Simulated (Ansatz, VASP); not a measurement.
# One calculation of K, two programs

```
K
1.0
     3.02903    0.00000    0.00000
     0.00000    3.02903    0.00000
     0.00000    0.00000    3.02903
K
1
Direct
  0.00000 0.00000 0.00000
```

Change from the starting cell: volume scaled by 0.4, LAPW.

Alike in both runs: task single point; functional LDA; k mesh 9 × 9 × 9; occupations fermi-dirac, width 0.05 eV; no spin polarisation.

```csv
,VASP,Ansatz
version,VASP 6.6.1,Ansatz 0.2.0
potentials or method,"VASP PAW LDA potentials, release 64 (K_sv), cutoff 500 eV","all-electron LAPW, scalar-relativistic"
```

```csv
,VASP,Ansatz,Ansatz less VASP
pressure (GPa),12.9,12.8,-0.11
```

LDA's correlation is that of Perdew and Zunger in VASP and of Perdew and Wang (1992) in Ansatz. Ansatz ran all-electron here, and VASP with PAW potentials.
